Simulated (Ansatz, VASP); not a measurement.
## AlNi: VASP beside Ansatz

```xyz
2
Lattice="2.8810 0.0000 0.0000 0.0000 2.8810 0.0000 0.0000 0.0000 2.8810" Properties=species:S:1:pos:R:3 pbc="T T T"
Ni    1.4405    1.4405    1.4405
Al    0.0000    0.0000    0.0000
```

Alike in both runs: task single point; functional PBEsol; k mesh 8 × 8 × 8; occupations fermi-dirac, width 0.05 eV; collinear spin; fixed moment 0.8 μB.

|  | VASP | Ansatz |
| --- | --- | --- |
| version | VASP 6.6.1 | Ansatz 0.2.0 |
| potentials or method | VASP PAW PBE potentials, release 64 (Ni_sv_GW, Al) | Ansatz PAW |
| plane-wave cutoff (eV) | 690 | 420 |
| valence electrons in the cell | 21 | 21 |

Ansatz gave:

- pressure (GPa): -0.9
- net moment per atom (μB): 0.40
- size of the moment on the site where the two differ most (μB): 0.08

Question: Estimate VASP's values.

Answer: Pressure (GPa): -1.7; net moment per atom (μB): 0.40; size of the moment on the site where the two differ most (μB): 0.05.

VASP's potentials were made for PBE, not for PBEsol. Site moments also hang on the region over which each program counts them. The functional is the same, so the differences come from potentials, cutoffs and numerics.
